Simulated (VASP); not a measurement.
# Nb (Pm-3m) in VASP: a series of runs

The runs below take Nb through single point, relaxation of cell and atoms, with PBEsol.

Everything below comes from runs of VASP 6.6.1. Logs are shortened: lines on timing, memory, paths and dates and some standing lists are left out, and cuts for length are marked.

## 1. The cell of the first run

It takes space group Pm-3m (No. 221, cubic). The conventional cell has a = 2.683 Å, b = 2.683 Å, c = 2.683 Å, α = 90.00°, β = 90.00°, γ = 90.00°. Nb (site symmetry m-3m) has 6 Nb at 2.68 Å within 3.5 Å.

This isn't the form of Nb at room conditions, which is bcc.

## 2. Single point, PBEsol (19.32 Å³/atom)

Input file INCAR:

```
PREC = Accurate
ENCUT = 520
EDIFF = 1E-6
ISMEAR = -1
SIGMA = 0.1
LREAL = F
LASPH = T
NELM = 60
ALGO = Normal
ISIF = 2
LWAVE = F
LCHARG = F
GGA = PS
NBANDS = 12
```

Input file KPOINTS:

```
Automatic mesh
0
Gamma
  14 14 14
```

Input file POSCAR:

```
Nb
1.0
    2.6830891365      0.0000000000      0.0000000000
    0.0000000000      2.6830891365      0.0000000000
    0.0000000000      0.0000000000      2.6830891365
Nb
1
Direct
    0.0000000000      0.0000000000      0.0000000000
```

Potentials or basis: VASP PAW PBE potentials, release 64 (Nb_sv).

On the command line:

```bash
> cat potpaw_PBE.64/Nb_sv/POTCAR > POTCAR
> mpirun -np 1 vasp_std > vasp.out
```

OUTCAR:

```text
PREC = Accurate
   ENCUT = 520
   EDIFF = 1E-6
   ISMEAR = -1
   LREAL = F
   LASPH = T
   NELM = 60
   ISIF = 2
   GGA = PS

 ion  position               nearest neighbor table
   1  0.000  0.000  0.000-

  LATTYP: Found a simple cubic cell.
 ALAT       =     2.6830891365

  Lattice vectors:

 A1 = (   2.6830891365,   0.0000000000,   0.0000000000)
 A2 = (   0.0000000000,   2.6830891365,   0.0000000000)
 A3 = (   0.0000000000,   0.0000000000,   2.6830891365)

Analysis of symmetry for initial positions (statically):
=====================================================================
 Subroutine PRICEL returns:
 Original cell was already a primitive cell.

 Routine SETGRP: Setting up the symmetry group for a
 simple cubic supercell.

 Subroutine GETGRP returns: Found 48 space group operations
 (whereof 48 operations were pure point group operations)
 out of a pool of 48 trial point group operations.

The static configuration has the point symmetry O_h .

Analysis of symmetry for dynamics (positions and initial velocities):
=====================================================================
 Subroutine PRICEL returns:
 Original cell was already a primitive cell.

 Routine SETGRP: Setting up the symmetry group for a
 simple cubic supercell.

 Subroutine GETGRP returns: Found 48 space group operations
 (whereof 48 operations were pure point group operations)
 out of a pool of 48 trial point group operations.

The dynamic configuration has the point symmetry O_h .

 Subroutine INISYM returns: Found 48 space group operations
 (whereof 48 operations are pure point group operations),
 and found     1 'primitive' translations

----------------------------------------------------------------------------------------

                                     Primitive cell

  volume of cell :      19.3155

  direct lattice vectors                    reciprocal lattice vectors
     2.683089137  0.000000000  0.000000000     0.372704725  0.000000000  0.000000000
     0.000000000  2.683089137  0.000000000     0.000000000  0.372704725  0.000000000
     0.000000000  0.000000000  2.683089137     0.000000000  0.000000000  0.372704725

  length of vectors
     2.683089137  2.683089137  2.683089137     0.372704725  0.372704725  0.372704725

  position of ions in fractional coordinates (direct lattice)
     0.000000000  0.000000000  0.000000000

  ion indices of the primitive-cell ions
   primitive index   ion index
                 1           1

----------------------------------------------------------------------------------------

 KPOINTS: Automatic mesh

Automatic generation of k-mesh.
 Grid dimensions read from file:
 generate k-points for:   14   14   14

 Generating k-lattice:

  Cartesian coordinates                     Fractional coordinates (reciprocal lattice)
     0.026621766  0.000000000  0.000000000     0.071428571  0.000000000  0.000000000
     0.000000000  0.026621766  0.000000000     0.000000000  0.071428571  0.000000000
     0.000000000  0.000000000  0.026621766     0.000000000  0.000000000  0.071428571

  Length of vectors
     0.026621766  0.026621766  0.026621766

  Shift w.r.t. Gamma in fractional coordinates (k-lattice)
     0.000000000  0.000000000  0.000000000

 Subroutine IBZKPT returns following result:
 ===========================================

 Found    120 irreducible k-points:

 Following reciprocal coordinates:
            Coordinates               Weight
  0.000000  0.000000  0.000000      1.000000
  0.071429  0.000000  0.000000      6.000000
  0.142857  0.000000  0.000000      6.000000
  0.214286  0.000000  0.000000      6.000000
  0.285714  0.000000  0.000000      6.000000
  0.357143  0.000000  0.000000      6.000000
[... 16 lines left out ...]
  0.285714  0.214286  0.000000     24.000000
  0.357143  0.214286  0.000000     24.000000
 [... further k-points ...]
   k-points           NKPTS =    120   k-points in BZ     NKDIM =    120   number of bands    NBANDS=     12
   number of dos      NEDOS =    301   number of ions     NIONS =      1
   total plane-waves  NPLWV =   8000
   dimension x,y,z NGX =    20 NGY =   20 NGZ =   20
   dimension x,y,z NGXF=    40 NGYF=   40 NGZF=   40
   ions per type =               1
   NGX,Y,Z   is equivalent  to a cutoff of  12.39, 12.39, 12.39 a.u.
   NGXF,Y,Z  is equivalent  to a cutoff of  24.78, 24.78, 24.78 a.u.
 SYSTEM =  unknown system
   PREC   = accura    normal or accurate (medium, high low for compatibility)
   ISTART =      0    job   : 0-new  1-cont  2-samecut
   ICHARG =      2    charge: 1-file 2-atom 10-const
   ISPIN  =      1    spin polarized calculation?
   LNONCOLLINEAR =      F non collinear calculations
   LSORBIT =      F    spin-orbit coupling
   LASPH  =      T    aspherical Exc in radial PAW
   ENCUT  =  520.0 eV  38.22 Ry    6.18 a.u.   4.99  4.99  4.99*2*pi/ulx,y,z
   NELM   =     60;   NELMIN=  2; NELMDL= -5     # of ELM steps
   EDIFF  = 0.1E-05   stopping-criterion for ELM
   LREAL  =      F    real-space projection
   EDIFFG = 0.1E-04   stopping-criterion for IOM
   NSW    =      0    number of steps for IOM
   IBRION =     -1    ionic relax: 0-MD 1-quasi-New 2-CG
   NFREE  =      0    steps in history (QN), initial steepest desc. (CG)
   ISIF   =      2    stress and relaxation
   ISYM   =      2    0-nonsym 1-usesym 2-fastsym
   POTIM  = 0.5000    time-step for ionic-motion
   TEBEG  =    0.0;   TEEND  =   0.0 temperature during run
   PSTRESS=    0.0 pullay stress
   NELECT =      13.0000    total number of electrons
   NUPDOWN=      -1.0000    fix difference up-down
   EMIN   =  10.00;   EMAX   =-10.00  energy-range for DOS
   EFERMI =   0.00;   METHOD = LEGACY
   ISMEAR =    -1;   SIGMA  =   0.10  broadening in eV -4-tet -1-fermi 0-gaus
   EFERMI_NEDOS =   21; number of points for ismear=-14 and -15
   IALGO  =     38    algorithm
   IMIX   =      4    mixing-type and parameters
     AMIX     =   0.40;   BMIX     =  1.00
     AMIX_MAG =   1.60;   BMIX_MAG =  1.00
  volume/ion in A,a.u.               =      19.32       130.35
  Fermi-wavevector in a.u.,A,eV,Ry     =   1.434677  2.711147 28.004852  2.058299
  Thomas-Fermi vector in A             =   2.554059
   LORBIT       =      0    0 simple, 1 ext, 2 COOP (PROOUT), +10 PAW based schemes
   GGA     = PS    functional components
   LHFCALC =     F    Hartree Fock is set to
   AEXX    =    0.0000 exact exchange contribution
   IVDW    =     0    specifies the selected vdW correction
   LEPSILON=     F    determine dielectric tensor
   LRPA    =     F    only Hartree local field effects (RPA)
 non-spin polarized calculation
  energy-cutoff  :      520.00
  volume of cell :       19.32
 maximum number of plane-waves:       552
 NGX is ok and might be reduce to    20
   NGX =  9   NGY =  9   NGZ =  9

 number of electron      12.9999998 magnetization

 Free energy of the ion-electron system (eV)
  ---------------------------------------------------
  ext. energy  EPLUGINS =         0.00000000
  ---------------------------------------------------
  free energy    TOTEN  =        -9.94003828 eV

  energy without entropy =       -9.89823217  energy(sigma->0) =       -9.91913523

 E-fermi :  10.2068     XC(G=0): -12.1574

 val. band max:       10.1588758352   @ k =   0.4286   0.3571   0.2143
 cond. band min:      10.2133016852   @ k =   0.3571   0.0714   0.0000
 fundamental gap:      0.0544258500
 Fermi energy:        10.2067534244

 k-point     1 :       0.0000    0.0000    0.0000
  band No.  band energies     occupation
      1     -44.3762      2.00000
      2     -19.5923      2.00000
      3     -19.5923      2.00000
      4     -19.5923      2.00000
      5       4.4774      2.00000
      6       7.2583      2.00000
      7       7.2583      2.00000
      8      15.5417      0.00000
      9      15.5417      0.00000
     10      15.5417      0.00000
     11      25.1079      0.00000
     12      25.1079      0.00000

 k-point     2 :       0.0714    0.0000    0.0000
  band No.  band energies     occupation
      1     -44.3657      2.00000
      2     -19.6803      2.00000
      3     -19.5849      2.00000
      4     -19.5849      2.00000
      5       4.6305      2.00000
      6       7.2994      2.00000
      7       7.4329      2.00000
      8      15.2934      0.00000
      9      15.2934      0.00000
     10      15.5588      0.00000
     11      24.3755      0.00000
     12      25.4364      0.00000

 k-point     3 :       0.1429    0.0000    0.0000
  band No.  band energies     occupation
      1     -44.3361      2.00000
      2     -19.9221      2.00000
      3     -19.5639      2.00000
      4     -19.5639      2.00000
      5       5.0439      2.00000
      6       7.4172      2.00000
      7       7.9532      2.00000
      8      14.6706      0.00000
      9      14.6706      0.00000
     10      15.6072      0.00000
     11      22.8821      0.00000
     12      26.2847      0.00000
[... 286 lines left out ...]
 k-point    23 :       0.2857    0.2143    0.0000
  band No.  band energies     occupation
      1     -44.1631      2.00000
      2     -20.5393      2.00000
      3     -20.1411      2.00000
      4     -19.4428      2.00000
      5       7.0787      2.00000
      6       8.5798      2.00000
      7      10.2650      0.71660
      8      12.2878      0.00000
      9      13.3795      0.00000
     10      14.2967      0.00000
     11      21.5399      0.00000
     12      24.2532      0.00000

 k-point    24 :       0.3571    0.2143    0.0000
  band No.  band energies     occupation
      1     -44.1196      2.00000
      2     -20.8450      2.00000
      3     -20.1030      2.00000
      4     -19.4127      2.00000
      5       7.5086      2.00000
      6       8.5536      2.00000
      7      10.3718      0.32215
      8      12.8365      0.00000
      9      13.0870      0.00000
     10      14.3886      0.00000
     11      20.5883      0.00000
     12      25.0625      0.00000

 [... further k-points ...]
[... 5 lines left out ...]
  --------------------------------------------------------------------------------------
  -------------------------------------------------------------------------------------
  Total       -0.0176461     -0.0176461     -0.0176461      0.0000000      0.0000000      0.0000000
  in kB       -1.4637063     -1.4637063     -1.4637063      0.0000000      0.0000000      0.0000000
  external PRESSURE =      -1.4637063 kB  Pullay stress =       0.0000000 kB

 VOLUME and BASIS-vectors are now :
 -----------------------------------------------------------------------------
  energy-cutoff  :      520.00
  volume of cell :       19.32
      direct lattice vectors                 reciprocal lattice vectors
     2.683089137  0.000000000  0.000000000     0.372704725  0.000000000  0.000000000
     0.000000000  2.683089137  0.000000000     0.000000000  0.372704725  0.000000000
     0.000000000  0.000000000  2.683089137     0.000000000  0.000000000  0.372704725

 POSITION                                       TOTAL-FORCE (eV/Angst)
 -----------------------------------------------------------------------------------
      0.00000      0.00000      0.00000         0.000000      0.000000      0.000000
 -----------------------------------------------------------------------------------
    total drift:                                0.000000      0.000000      0.000000

  FREE ENERGIE OF THE ION-ELECTRON SYSTEM (eV)
  ---------------------------------------------------
  free  energy   TOTEN  =        -9.9400382804 eV

  energy  without entropy=       -9.8982321747  energy(sigma->0) =       -9.91913523
```

Wall time 26 s (1 thread of Intel Xeon 8259CL, shared host); peak memory 0.14 GiB.

Results:

| Quantity | Value |
| --- | --- |
| Free energy | -9.9400 eV |
| Pressure | -0.1 GPa |
| Band gap on the k mesh | zero (an odd number of electrons rules out a gap without spin polarisation) |

Caveat: the PAW data sets were made with another functional, which shifts forces and pressure a little.

## 3. Relaxation of cell and atoms, PBEsol

This run uses another cell than the first one, of 18.89 Å³/atom.

Input file INCAR:

```
SYSTEM = Nb
PREC = Accurate ; ENCUT = 600
EDIFF = 1E-6 ; ISMEAR = -1
SIGMA = 0.1 ; LREAL = .False.
LASPH = .True. ; NELM = 80
ALGO = Normal ; ISIF = 3
LWAVE = .False. ; LCHARG = .False.
GGA = PS ; IBRION = 2
NSW = 60 ; EDIFFG = -0.005
```

Input file KPOINTS:

```
Automatic mesh
0
Gamma
  14 14 14
  0 0 0
```

Input file POSCAR:

```
Nb
1.0
    2.6633567963      0.0000000000      0.0000000000
    0.0000000000      2.6633567963      0.0000000000
    0.0000000000      0.0000000000      2.6633567963
Nb
1
Direct
    0.0000000000      0.0000000000      0.0000000000
```

Potentials or basis: VASP PAW PBE potentials, release 64 (Nb_sv).

On the command line:

```bash
> cat potpaw_PBE.64/Nb_sv/POTCAR > POTCAR
> mpirun -np 1 vasp_std > vasp.out
```

Wall time 57 s (1 thread of Intel Xeon 8259CL, shared host); peak memory 0.17 GiB.

Results (log left out):

```
Free energy                           : -9.9401 eV
Relaxed volume                        : 19.30 Å³/atom
Relaxed cell                          : a = 2.683 Å, b = 2.683 Å, c = 2.683 Å, α = 90.00°, β = 90.00°, γ = 90.00°
Space group after relaxing (to 0.1 Å) : Pm-3m (No. 221)
Energy gained by relaxing             : 3.9 meV/atom
Ionic steps                           : 3
Pressure after relaxing               : 0.0 GPa
Band gap on the k mesh                : zero (an odd number of electrons rules out a gap without spin polarisation)
```

Step by step:
```csv
step,energy change (eV),largest force (eV/Å),pressure (GPa),volume (Å³)
1,0.0000,0.0000,3.24,18.89
2,0.0053,0.0000,-4.40,19.96
3,-0.0039,0.0000,-0.01,19.30
```

Final structure:
```xyz
1
Lattice="2.6825 0.0000 0.0000 0.0000 2.6825 0.0000 0.0000 0.0000 2.6825" Properties=species:S:1:pos:R:3 pbc="T T T"
Nb    0.0000    0.0000    0.0000
```

Levels at points of the mesh, in eV from the Fermi level:
```csv
k point,band 3,band 4,band 5,band 6,band 7,band 8,band 9,band 10
"(0.00, 0.00, 0.00)",-29.80,-29.80,-5.73,-2.95,-2.95,5.34,5.34,5.34
"(0.50, 0.00, 0.00)",-29.65,-29.65,-2.58,-2.01,0.58,1.89,1.89,5.70
"(0.50, 0.50, 0.00)",-31.18,-29.50,-4.33,-1.08,2.61,2.61,5.98,5.98
"(0.50, 0.50, 0.50)",-30.96,-30.96,-2.68,-2.68,-2.68,7.33,7.92,7.92
```

Caveat: the PAW data sets were made with another functional, which shifts forces and pressure a little.

## 4. Single point, PBEsol, collinear spin

This run uses another cell than the first one, of 17.38 Å³/atom.

Input file INCAR:

```
  PREC = Accurate
  ENCUT = 520
  EDIFF = 1E-7
  ISMEAR = -1
  SIGMA = 0.1
  LREAL = False
  LASPH = True
  NELM = 150
  ALGO = Normal
  ISIF = 2
  LWAVE = False
  LCHARG = False
  ISPIN = 2
  MAGMOM = 2
  LORBIT = 11
  LMAXMIX = 4
  GGA = PS
  NBANDS = 16
```

Input file KPOINTS:

```
Automatic mesh
0
Gamma
  14 14 14
```

Input file POSCAR:

```
Nb
1.0
    2.5904940793      0.0000000000      0.0000000000
    0.0000000000      2.5904940793      0.0000000000
    0.0000000000      0.0000000000      2.5904940793
Nb
1
Direct
    0.0000000000      0.0000000000      0.0000000000
```

On the command line:

```bash
> cat potpaw_PBE.64/Nb_sv/POTCAR > POTCAR
> mpirun -np 1 vasp_std > vasp.out
```

It took 77 s on 1 thread of Intel Xeon 8259CL, shared host; peak memory 0.17 GiB.

It converged, with:

- Free energy: -9.8395 eV
- Pressure: 18.1 GPa
- Net moment: 0.00 μB per cell
- Valence electrons inside the program's atomic spheres: Nb 11.03

Levels at points of the mesh, in eV from the Fermi level:
Spin up:
| k point | band 3 | band 4 | band 5 | band 6 | band 7 | band 8 | band 9 | band 10 | band 11 | band 12 |
| --- | --- | --- | --- | --- | --- | --- | --- | --- | --- | --- |
| (0.00, 0.00, 0.00) | -29.57 | -29.57 | -5.99 | -3.46 | -3.46 | 5.98 | 5.98 | 5.98 | 15.81 | 15.81 |
| (0.50, 0.00, 0.00) | -29.36 | -29.36 | -2.68 | -2.39 | 0.74 | 1.95 | 1.95 | 6.41 | 11.45 | 13.67 |
| (0.50, 0.50, 0.00) | -31.40 | -29.17 | -5.11 | -1.18 | 2.81 | 2.81 | 6.64 | 6.64 | 8.69 | 15.41 |
| (0.50, 0.50, 0.50) | -31.10 | -31.10 | -3.24 | -3.24 | -3.24 | 7.11 | 8.98 | 8.98 | 14.37 | 14.37 |
Spin down:
| k point | band 3 | band 4 | band 5 | band 6 | band 7 | band 8 | band 9 | band 10 | band 11 | band 12 |
| --- | --- | --- | --- | --- | --- | --- | --- | --- | --- | --- |
| (0.00, 0.00, 0.00) | -29.57 | -29.57 | -5.99 | -3.46 | -3.46 | 5.98 | 5.98 | 5.98 | 15.81 | 15.81 |
| (0.50, 0.00, 0.00) | -29.36 | -29.36 | -2.68 | -2.39 | 0.74 | 1.95 | 1.95 | 6.41 | 11.45 | 13.67 |
| (0.50, 0.50, 0.00) | -31.40 | -29.17 | -5.11 | -1.18 | 2.81 | 2.81 | 6.64 | 6.64 | 8.69 | 15.41 |
| (0.50, 0.50, 0.50) | -31.10 | -31.10 | -3.24 | -3.24 | -3.24 | 7.11 | 8.98 | 8.98 | 14.37 | 14.37 |

Caveat: the cell stands under pressure; the PAW data sets were made with another functional, which shifts forces and pressure a little.

## 5. The runs side by side

| task | spin | cell | cutoff (eV) | gap on the mesh (eV) | pressure (GPa) |
| --- | --- | --- | --- | --- | --- |
| single point | off | a = 2.683 Å, 1 atom | 520 | none | -0.1 |
| relaxation of cell and atoms | off | relaxed from a = 2.663 Å, 1 atom | 600 | none | 0.0 |
| single point | collinear | a = 2.590 Å, 1 atom | 520 | none | 18.1 |

Alike in all rows: level PBEsol; potentials or basis VASP PAW PBE potentials, release 64 (Nb_sv); k mesh 14 × 14 × 14; smearing fermi-dirac 0.1 eV.

Caveats: the PAW data sets were made with another functional, which shifts forces and pressure a little; the cell stands under pressure (at least some runs).

Total energies depend on the potentials used, so only differences within one code and one set of settings carry meaning.

The gap in the log of VASP goes by the Fermi energy; the results here count the filled bands.